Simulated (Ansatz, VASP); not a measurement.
Hg: VASP beside Ansatz

INCAR

```
PREC = Accurate
ENCUT = 600
EDIFF = 1E-6
ISMEAR = -1
SIGMA = 0.05
LREAL = False
LASPH = True
NELM = 80
ALGO = Normal
ISIF = 3
LWAVE = False
LCHARG = False
GGA = PS
IBRION = 2
NSW = 60
EDIFFG = -0.01
```

KPOINTS

```
Automatic mesh
0
Gamma
  9 9 5
```

POSCAR

```
Hg
1.0
    3.4618096384      0.0000000000      0.0000000000
   -1.7309048192      2.9980150899      0.0000000000
    0.0000000000      0.0000000000      5.4875482800
Hg
2
Direct
    0.3333333333      0.6666666667      0.2500000000
    0.6666666667      0.3333333333      0.7500000000
```

The input input.yaml:

```yaml
crystal:
  lattice:
    - [3.4618096384, 0.0, 0.0]
    - [-1.7309048192, 2.9980150899, 0.0]
    - [0.0, 0.0, 5.48754828]
  atoms:
    - { symbol: Hg, position: [0.3333333333, 0.6666666667, 0.25] }
    - { symbol: Hg, position: [0.6666666667, 0.3333333333, 0.75] }
hamiltonian:
  xc: pbesol
  pseudopotentials: { kind: paw }
kpoints:
  mp_grid: { grid: [9, 9, 5] }
scf:
  occupations: { method: fermi_dirac, width: 0.05 }
output:
  forces: true
  stress: true
  eigenvalues: true
relax:
  f_tol: 0.01
  max_steps: 40
  cell: { stress_tol: 0.05 }
```

Alike in both runs: task relaxation of cell and atoms; functional PBEsol; k mesh 9 × 9 × 5; occupations fermi-dirac, width 0.05 eV; no spin polarisation.

|  | VASP | Ansatz |
| --- | --- | --- |
| version | VASP 6.6.1 | Ansatz 0.2.0 |
| potentials or method | VASP PAW PBE potentials, release 64 (Hg) | Ansatz PAW |
| plane-wave cutoff (eV) | 600 | 420 |
| valence electrons in the cell | 24 | 40 |

|  | VASP | Ansatz | Ansatz less VASP |
| --- | --- | --- | --- |
| gap on the k mesh at the Fermi level, each at its own relaxed structure (eV) | none | none | - |
| relaxed volume (Å³/atom) | 23.90 | 23.61 | -0.292 |
| relaxed length of the cell vector where the two differ most in proportion (Å) | 3.237 | 3.221 | -0.0160 |

VASP's potentials were made for PBE, not for PBEsol. A gap of «none» marks a metal or a gap that the smearing closes. VASP's potentials hold 24 valence electrons a cell and Ansatz's 40, so a difference there can come from the potentials and not from the codes.

Spin-orbit coupling is off throughout. Noted on VASP's run: the volume moved by over 15 % at a fixed basis, so the end points are rough. Noted on Ansatz's run: the volume moved by over 15 % at a fixed basis, so the end points are rough; the plane-wave basis is chosen anew once the cell has moved, so the energies of steps on either side of that aren't comparable.
